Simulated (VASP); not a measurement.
Set up this calculation in VASP 6.6.1, as the native input.

```yaml
Task: single point
Functional: PBE
Potentials_or_basis: VASP PAW PBE potentials, release 64 (Ag)
Cutoff: 520 eV
k_mesh: 20 × 20 × 20
Occupations: gaussian, width 0.15 eV
Spin: no spin polarisation
Dipole_correction: no
Further_INCAR_settings: ALGO = Normal; EDIFF = 1e-07; NBANDS = 12
```

The structure of Ag lies in POSCAR:

```
Ag
1.0
    0.0000000000      2.1248240000      2.1248240000
    2.1248240000      0.0000000000      2.1248240000
    2.1248240000      2.1248240000      0.0000000000
Ag
1
Direct
    0.0000000000      0.0000000000      0.0000000000
```

This cell differs from its parent crystal: strain +0.040 along x and y, +0.040 along z.

The input as run:

INCAR

```
SYSTEM = Ag
PREC = Accurate
ENCUT = 520
EDIFF = 1E-7
ISMEAR = 0
SIGMA = 0.15
LREAL = .False.
LASPH = .True.
NELM = 100
ALGO = Normal
ISIF = 2
LWAVE = .False.
LCHARG = .False.
GGA = PE
NBANDS = 12
```

KPOINTS

```
regular mesh
0
Gamma
  20 20 20
  0 0 0
```

Potentials or basis: VASP PAW PBE potentials, release 64 (Ag).

Command:

```sh
$ cat potpaw_PBE.64/Ag/POTCAR > POTCAR
$ mpirun -np 1 vasp_std > vasp.out
```

It gave:

The pressure is -5.5 GPa.

Caveat: the cell differs from its parent crystal (strain +0.040 along x and y, +0.040 along z).

Run time: 39 s on 1 thread of Intel(R) Xeon(R) Platinum 8375C CPU @ 2.90GHz (Ice Lake), on a shared host, peak memory 0.18 GiB.
